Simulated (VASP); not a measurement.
Here is a VASP 6.6.1 calculation.

File INCAR:

```
ALGO = Normal
EDIFF = 1E-6
ENCUT = 520
GGA = PS
ISIF = 2
ISMEAR = -5
IVDW = 13
LASPH = True
LCHARG = False
LREAL = False
LWAVE = False
NBANDS = 11
NELM = 100
PREC = Accurate
SIGMA = 0.1
```

The input KPOINTS:

```
k-points
0
Gamma
  16 16 16
```

The input POSCAR:

```
MgO
1.0
    0.0000000000      2.2406844766      2.2406844766
    2.2406844766      0.0000000000      2.2406844766
    2.2406844766      2.2406844766      0.0000000000
Mg O
1 1
Direct
    0.0000000000      0.0000000000      0.0000000000
    0.2500000000      0.2500000000      0.2500000000
```

Potentials or basis: VASP PAW PBE potentials, release 64 (Mg, O).

Run with:

```bash
$ cat potpaw_PBE.64/Mg/POTCAR potpaw_PBE.64/O/POTCAR > POTCAR
$ mpirun -np 1 vasp_std > vasp.out
```

(1) Predict the dispersion energy per atom.

(2) Estimate the band gap on the k mesh.

(3) What does it give for the pressure?

## Answers

(1) -0.082 eV.

(2) 3.84 eV.

(3) 6.9 GPa.

Caveat: the cell stands under pressure; the PAW data sets were made with another functional, which shifts forces and pressure a little.
